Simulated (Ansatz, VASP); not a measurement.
**One calculation of MgSe, two programs**

```
Mg Se
1.0
     0.00000    2.68430    2.68430
     2.68430    0.00000    2.68430
     2.68430    2.68430    0.00000
Mg Se
1 1
Direct
  0.00000 0.00000 0.00000
  0.50000 0.50000 0.50000
```

Alike in both runs: task single point; functional PBEsol; k mesh 6 × 6 × 6; occupations gaussian, width 0.1 eV; no spin polarisation.

|  | VASP | Ansatz |
| --- | --- | --- |
| version | VASP 6.6.1 | Ansatz 0.2.0 |
| potentials or method | VASP PAW PBE potentials, release 64 (Mg, Se), cutoff 600 eV | scalar-relativistic, plane waves, PAW |
| valence electrons in the cell | 8 | 26 |

VASP gave:

* gap on the k mesh at the Fermi level (eV): 1.83
* least direct gap on the mesh (eV): 2.81
* pressure (GPa): 3.2

Task: What did Ansatz give for the same quantities?

Result: gap on the k mesh at the Fermi level (eV): 1.84; least direct gap on the mesh (eV): 2.81; pressure (GPa): 3.2.

VASP's potentials were made for PBE, not for PBEsol. VASP's potentials hold 8 valence electrons a cell and Ansatz's 26, so a difference there can come from the potentials and not from the codes.
